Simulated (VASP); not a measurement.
# NaCl (Fm-3m) in VASP: single point with r2SCAN

Aim: the single point of NaCl with r2SCAN.

Everything below comes from runs of VASP 6.6.1. Logs are shortened: lines on timing, memory, paths and dates and some standing lists are left out, and cuts for length are marked.

### 1 The cell of the first run

The structure is cubic, space group Fm-3m (No. 225). Conventional cell: a = 5.632 Å, b = 5.632 Å, c = 5.632 Å, α = 90.00°, β = 90.00°, γ = 90.00°. Within 3.7 Å of Na (site symmetry m-3m) lie 6 Cl at 2.82 Å. Cl (site symmetry m-3m) has 6 Na at 2.82 Å within 3.7 Å.

### 2 Single point, r2SCAN

Contents of POSCAR:

```
NaCl
1.0
    0.0000000000      2.8157664600      2.8157664600
    2.8157664600      0.0000000000      2.8157664600
    2.8157664600      2.8157664600      0.0000000000
Na Cl
1 1
Direct
    0.0000000000      0.0000000000      0.0000000000
    0.5000000000      0.5000000000      0.5000000000
```

Contents of INCAR.step1:

```
SYSTEM = NaCl
ALGO = Normal ; EDIFF = 1E-4
ENCUT = 520 ; GGA = PE
ISMEAR = -1 ; LASPH = .TRUE.
LCHARG = .FALSE. ; LREAL = .FALSE.
LWAVE = .TRUE. ; NBANDS = 14
NELM = 100 ; PREC = Accurate
SIGMA = 0.0102
```

Contents of INCAR.step2:

```
SYSTEM = NaCl
ALGO = Normal ; EDIFF = 1E-6
ENCUT = 520 ; ISIF = 2
ISMEAR = -1 ; ISTART = 1
LASPH = .TRUE. ; LCHARG = .FALSE.
LMIXTAU = .TRUE. ; LREAL = .FALSE.
LWAVE = .FALSE. ; METAGGA = R2SCAN
NBANDS = 14 ; NELM = 100
PREC = Accurate ; SIGMA = 0.0102
```

Contents of KPOINTS:

```
k-points
0
G
  8 8 8
  0 0 0
```

Potentials or basis: VASP PAW PBE potentials, release 64 (Na_pv, Cl).

Launch:

```
$ cat potpaw_PBE.64/Na_pv/POTCAR potpaw_PBE.64/Cl/POTCAR > POTCAR
$ cp INCAR.step1 INCAR
$ mpirun -np 1 vasp_std > vasp.out
$ cp INCAR.step2 INCAR
$ mpirun -np 1 vasp_std > vasp.out
```

OUTCAR:

```text
SYSTEM = NaCl
   EDIFF = 1E-6
   ENCUT = 520
   ISIF = 2
   ISMEAR = -1
   ISTART = 1
   LASPH = .TRUE.
   LREAL = .FALSE.
   METAGGA = R2SCAN
   NELM = 100
   PREC = Accurate

 ion  position               nearest neighbor table
   1  0.000  0.000  0.000-
   2  0.500  0.500  0.500-

  LATTYP: Found a face centered cubic cell.
 ALAT       =     5.6315329200

  Lattice vectors:

 A1 = (   0.0000000000,   2.8157664600,   2.8157664600)
 A2 = (   2.8157664600,   0.0000000000,   2.8157664600)
 A3 = (   2.8157664600,   2.8157664600,   0.0000000000)

Analysis of symmetry for initial positions (statically):
=====================================================================
 Subroutine PRICEL returns:
 Original cell was already a primitive cell.

 Routine SETGRP: Setting up the symmetry group for a
 face centered cubic supercell.

 Subroutine GETGRP returns: Found 48 space group operations
 (whereof 48 operations were pure point group operations)
 out of a pool of 48 trial point group operations.

The static configuration has the point symmetry O_h .

Analysis of symmetry for dynamics (positions and initial velocities):
=====================================================================
 Subroutine PRICEL returns:
 Original cell was already a primitive cell.

 Routine SETGRP: Setting up the symmetry group for a
 face centered cubic supercell.

 Subroutine GETGRP returns: Found 48 space group operations
 (whereof 48 operations were pure point group operations)
 out of a pool of 48 trial point group operations.

The dynamic configuration has the point symmetry O_h .

 Subroutine INISYM returns: Found 48 space group operations
 (whereof 48 operations are pure point group operations),
 and found     1 'primitive' translations

----------------------------------------------------------------------------------------

                                     Primitive cell

  volume of cell :      44.6498

  direct lattice vectors                    reciprocal lattice vectors
     0.000000000  2.815766460  2.815766460    -0.177571545  0.177571545  0.177571545
     2.815766460  0.000000000  2.815766460     0.177571545 -0.177571545  0.177571545
     2.815766460  2.815766460  0.000000000     0.177571545  0.177571545 -0.177571545

  length of vectors
     3.982095116  3.982095116  3.982095116     0.307562938  0.307562938  0.307562938

  position of ions in fractional coordinates (direct lattice)
     0.000000000  0.000000000  0.000000000
     0.500000000  0.500000000  0.500000000

  ion indices of the primitive-cell ions
   primitive index   ion index
                 1           1
                 2           2

----------------------------------------------------------------------------------------

 KPOINTS: k-points

Automatic generation of k-mesh.
 Grid dimensions read from file:
 generate k-points for:    8    8    8

 Generating k-lattice:

  Cartesian coordinates                     Fractional coordinates (reciprocal lattice)
    -0.022196443  0.022196443  0.022196443     0.125000000  0.000000000  0.000000000
     0.022196443 -0.022196443  0.022196443     0.000000000  0.125000000  0.000000000
     0.022196443  0.022196443 -0.022196443     0.000000000  0.000000000  0.125000000

  Length of vectors
     0.038445367  0.038445367  0.038445367

  Shift w.r.t. Gamma in fractional coordinates (k-lattice)
     0.000000000  0.000000000  0.000000000

 Subroutine IBZKPT returns following result:
 ===========================================

 Found     29 irreducible k-points:

 Following reciprocal coordinates:
            Coordinates               Weight
  0.000000  0.000000  0.000000      1.000000
  0.125000  0.000000  0.000000      8.000000
  0.250000  0.000000  0.000000      8.000000
  0.375000  0.000000  0.000000      8.000000
  0.500000  0.000000  0.000000      4.000000
  0.125000  0.125000  0.000000      6.000000
[... 16 lines left out ...]
  0.500000  0.250000  0.125000     48.000000
 -0.375000  0.250000  0.125000     24.000000
 [... further k-points ...]
   k-points           NKPTS =     29   k-points in BZ     NKDIM =     29   number of bands    NBANDS=     14
   number of dos      NEDOS =    301   number of ions     NIONS =      2
   total plane-waves  NPLWV =  27000
   dimension x,y,z NGX =    30 NGY =   30 NGZ =   30
   dimension x,y,z NGXF=    60 NGYF=   60 NGZF=   60
   ions per type =               1   1
   NGX,Y,Z   is equivalent  to a cutoff of  12.52, 12.52, 12.52 a.u.
   NGXF,Y,Z  is equivalent  to a cutoff of  25.05, 25.05, 25.05 a.u.
 SYSTEM =  NaCl
   PREC   = accura    normal or accurate (medium, high low for compatibility)
   ISTART =      1    job   : 0-new  1-cont  2-samecut
   ICHARG =      0    charge: 1-file 2-atom 10-const
   ISPIN  =      1    spin polarized calculation?
   LNONCOLLINEAR =      F non collinear calculations
   LSORBIT =      F    spin-orbit coupling
   LASPH  =      T    aspherical Exc in radial PAW
   ENCUT  =  520.0 eV  38.22 Ry    6.18 a.u.   7.40  7.40  7.40*2*pi/ulx,y,z
   NELM   =    100;   NELMIN=  2; NELMDL=  0     # of ELM steps
   EDIFF  = 0.1E-05   stopping-criterion for ELM
   LREAL  =      F    real-space projection
   EDIFFG = 0.1E-04   stopping-criterion for IOM
   NSW    =      0    number of steps for IOM
   IBRION =     -1    ionic relax: 0-MD 1-quasi-New 2-CG
   NFREE  =      0    steps in history (QN), initial steepest desc. (CG)
   ISIF   =      2    stress and relaxation
   ISYM   =      2    0-nonsym 1-usesym 2-fastsym
   POTIM  = 0.5000    time-step for ionic-motion
   TEBEG  =    0.0;   TEEND  =   0.0 temperature during run
   PSTRESS=    0.0 pullay stress
   NELECT =      14.0000    total number of electrons
   NUPDOWN=      -1.0000    fix difference up-down
   EMIN   =  10.00;   EMAX   =-10.00  energy-range for DOS
   EFERMI =   0.00;   METHOD = LEGACY
   ISMEAR =    -1;   SIGMA  =   0.01  broadening in eV -4-tet -1-fermi 0-gaus
   EFERMI_NEDOS =   21; number of points for ismear=-14 and -15
   IALGO  =     38    algorithm
   IMIX   =      4    mixing-type and parameters
     AMIX     =   0.40;   BMIX     =  1.00
     AMIX_MAG =   1.60;   BMIX_MAG =  1.00
  volume/ion in A,a.u.               =      22.32       150.66
  Fermi-wavevector in a.u.,A,eV,Ry     =   1.112186  2.101727 16.829841  1.236958
  Thomas-Fermi vector in A             =   2.248758
   LORBIT       =      0    0 simple, 1 ext, 2 COOP (PROOUT), +10 PAW based schemes
   METAGGA = R2SCAN    functional components
   LHFCALC =     F    Hartree Fock is set to
   AEXX    =    0.0000 exact exchange contribution
   IVDW    =     0    specifies the selected vdW correction
   LEPSILON=     F    determine dielectric tensor
   LRPA    =     F    only Hartree local field effects (RPA)
 non-spin polarized calculation
  energy-cutoff  :      520.00
  volume of cell :       44.65
 maximum number of plane-waves:      1243
 NGX is ok and might be reduce to    30
   NGX = 15   NGY = 15   NGZ = 15

 number of electron      13.9999998 magnetization

 Free energy of the ion-electron system (eV)
  ---------------------------------------------------
  ext. energy  EPLUGINS =         0.00000000
  ---------------------------------------------------
  free energy    TOTEN  =       -13.78876342 eV

  energy without entropy =      -13.78876342  energy(sigma->0) =      -13.78876342

 E-fermi :  -0.8501     XC(G=0):  -8.6650

 val. band max:       -1.1384440952   @ k =   0.0000   0.0000   0.0000
 cond. band min:       4.8015034726   @ k =   0.0000   0.0000   0.0000
 fundamental gap:      5.9399475678
 Fermi energy:        -0.8500691562

 k-point     1 :       0.0000    0.0000    0.0000
  band No.  band energies     occupation
      1     -22.6492      2.00000
      2     -22.6489      2.00000
      3     -22.6489      2.00000
      4     -14.3708      2.00000
      5      -1.1384      2.00000
      6      -1.1384      2.00000
      7      -1.1384      2.00000
      8       4.8015      0.00000
      9      10.6264      0.00000
     10      10.6264      0.00000
     11      10.6264      0.00000
     12      12.8813      0.00000
     13      12.8813      0.00000
     14      14.4829      0.00000

 k-point     2 :       0.1250    0.0000    0.0000
  band No.  band energies     occupation
      1     -22.6532      2.00000
      2     -22.6495      2.00000
      3     -22.6492      2.00000
      4     -14.3225      2.00000
      5      -1.4982      2.00000
      6      -1.1817      2.00000
      7      -1.1817      2.00000
      8       5.2926      0.00000
      9      10.0860      0.00000
     10      10.8367      0.00000
     11      10.8368      0.00000
     12      12.6621      0.00000
     13      12.6621      0.00000
     14      15.4960      0.00000

 k-point     3 :       0.2500    0.0000    0.0000
  band No.  band energies     occupation
      1     -22.6635      2.00000
      2     -22.6501      2.00000
      3     -22.6498      2.00000
      4     -14.2029      2.00000
      5      -2.2274      2.00000
      6      -1.2830      2.00000
      7      -1.2830      2.00000
      8       6.2497      0.00000
      9       9.5834      0.00000
     10      11.0016      0.00000
     11      11.0018      0.00000
     12      12.8909      0.00000
     13      12.8910      0.00000
     14      15.6179      0.00000
[... 324 lines left out ...]
 k-point    23 :       0.5000    0.2500    0.1250
  band No.  band energies     occupation
      1     -22.6700      2.00000
      2     -22.6564      2.00000
      3     -22.6522      2.00000
      4     -14.0314      2.00000
      5      -2.6817      2.00000
      6      -1.8393      2.00000
      7      -1.5119      2.00000
      8       7.8025      0.00000
      9       9.2026      0.00000
     10       9.6345      0.00000
     11      11.6539      0.00000
     12      13.4407      0.00000
     13      15.8894      0.00000
     14      16.2996      0.00000

 k-point    24 :      -0.3750    0.2500    0.1250
  band No.  band energies     occupation
      1     -22.6720      2.00000
      2     -22.6568      2.00000
      3     -22.6530      2.00000
      4     -13.9921      2.00000
      5      -2.8025      2.00000
      6      -1.9195      2.00000
      7      -1.5660      2.00000
      8       7.8912      0.00000
      9       9.3495      0.00000
     10       9.8990      0.00000
     11      11.4686      0.00000
     12      14.0763      0.00000
     13      15.4866      0.00000
     14      16.4051      0.00000

 [... further k-points ...]

------------------------ aborting loop because EDIFF is reached ----------------------------------------

  FORCE on cell =-STRESS in cart. coord.  units (eV):
  Direction    XX          YY          ZZ          XY          YZ          ZX
  --------------------------------------------------------------------------------------
  -------------------------------------------------------------------------------------
  Total       -0.1550956     -0.1550956     -0.1550956     -0.0000000      0.0000000      0.0000000
  in kB       -5.5653221     -5.5653221     -5.5653221     -0.0000000      0.0000000      0.0000000
  external PRESSURE =      -5.5653221 kB  Pullay stress =       0.0000000 kB

 VOLUME and BASIS-vectors are now :
 -----------------------------------------------------------------------------
  energy-cutoff  :      520.00
  volume of cell :       44.65
      direct lattice vectors                 reciprocal lattice vectors
     0.000000000  2.815766460  2.815766460    -0.177571545  0.177571545  0.177571545
     2.815766460  0.000000000  2.815766460     0.177571545 -0.177571545  0.177571545
     2.815766460  2.815766460  0.000000000     0.177571545  0.177571545 -0.177571545

 POSITION                                       TOTAL-FORCE (eV/Angst)
 -----------------------------------------------------------------------------------
      0.00000      0.00000      0.00000        -0.000000     -0.000000      0.000000
      2.81577      2.81577      2.81577         0.000000      0.000000      0.000000
 -----------------------------------------------------------------------------------
    total drift:                               -0.000000      0.000000      0.000000

  FREE ENERGIE OF THE ION-ELECTRON SYSTEM (eV)
  ---------------------------------------------------
  free  energy   TOTEN  =       -13.7887634248 eV

  energy  without entropy=      -13.7887634248  energy(sigma->0) =      -13.78876342
```

Wall time 69 s (1 thread of Intel Xeon Platinum 8259CL at 2.50GHz (Skylake/Cascade Lake), shared host); peak memory 0.17 GiB.

Results:

```
Free energy            : -13.7888 eV
Pressure               : -0.6 GPa
Band gap on the k mesh : 5.94 eV
```

Caveat: the PAW data sets were made with another functional, which shifts forces and pressure a little. A k mesh can miss the band edges.
